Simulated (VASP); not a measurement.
Wanted: the native input for a VASP 6.6.1 run.

```
Task                   : single point
Functional             : PBE
Potentials or basis    : VASP PAW PBE potentials, release 64 (Hf_pv, Ge_d)
Cutoff                 : 520 eV
k mesh                 : 6 × 6 × 6
Occupations            : fermi-dirac, width 0.05 eV
Spin                   : non-collinear spin, zero start, spin-orbit coupling
Starting moments       : [[0.0, 0.0, 0.0], [0.0, 0.0, 0.0]] μB
Dipole correction      : no
Further INCAR settings : ALGO = Normal; EDIFF = 1e-07; NBANDS = 36
```

The structure of HfGe lies in POSCAR:

```
HfGe
1.0
    3.5008378700      0.0000000000      0.0000000000
    0.0000000000      3.5008378700      0.0000000000
    0.0000000000      0.0000000000      3.5008378700
Hf Ge
1 1
Direct
    0.0000000000      0.0000000000      0.0000000000
    0.5000000000      0.5000000000      0.5000000000
```

One way to write it, as run:

INCAR

```
ALGO     = Normal         # electronic algorithm
EDIFF    = 1E-7           # SCF threshold, eV
ENCUT    = 520            # plane-wave cutoff, eV
GGA      = PE             # functional
GGA_COMPAT= False        
ISIF     = 2              # what is computed and relaxed
ISMEAR   = -1             # smearing method
LASPH    = True           # aspherical terms in the spheres
LCHARG   = False          # write CHGCAR
LMAXMIX  = 4              # l up to which the mixer works
LORBIT   = 11             # projections on sites
LORBMOM  = True         
LREAL    = False          # projectors in reciprocal space
LSORBIT  = True           # spin-orbit coupling
LWAVE    = False          # write WAVECAR
MAGMOM   = 0 0 0 0 0 0    # initial moments
NBANDS   = 36             # bands
NELM     = 150            # most SCF steps
PREC     = Accurate       # precision mode
SIGMA    = 0.05           # smearing width, eV
```

KPOINTS

```
k-points
0
Gamma
  6 6 6
```

Potentials or basis: VASP PAW PBE potentials, release 64 (Hf_pv, Ge_d).

Command:

```sh
$ cat potpaw_PBE.64/Hf_pv/POTCAR potpaw_PBE.64/Ge_d/POTCAR > POTCAR
$ mpirun -np 1 vasp_ncl > vasp.out
```

It gave:

- Pressure: -12.2 GPa
- Net moment: 0.00 μB per cell
- Valence electrons inside the program's atomic spheres: Hf 8.10; Ge 12.28

It took 2.1 min on 1 thread of Intel Xeon 6975P-C, with other jobs on the host, peak memory 0.27 GiB.
